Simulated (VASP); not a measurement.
Input of a VASP 6.6.1 run:

INCAR

```
SYSTEM = Na
PREC = Accurate
ENCUT = 520
EDIFF = 1E-7
ISMEAR = -1
SIGMA = 0.05
LREAL = .False.
LASPH = .True.
NELM = 80
ALGO = Normal
ISIF = 2
LWAVE = .False.
LCHARG = .True.
GGA = CA
LELF = .True.
LVHAR = .True.
NBANDS = 10
```

File KPOINTS:

```
regular mesh
0
Gamma
  13 13 13
  0 0 0
```

POSCAR

```
Na
1.0
    0.0000000000      2.2141206061      2.2141206061
    2.2141206061      0.0000000000      2.2141206061
    2.2141206061      2.2141206061      0.0000000000
Na
1
Direct
    0.0000000000      0.0000000000      0.0000000000
```

Potentials or basis: VASP PAW LDA potentials, release 64 (Na_pv).

Command:

```sh
$ cat potpaw_LDA.64/Na_pv/POTCAR > POTCAR
$ mpirun -np 1 vasp_std > vasp.out
```

(1) Predict the pressure.

## Answers

(1) 8.8 GPa.
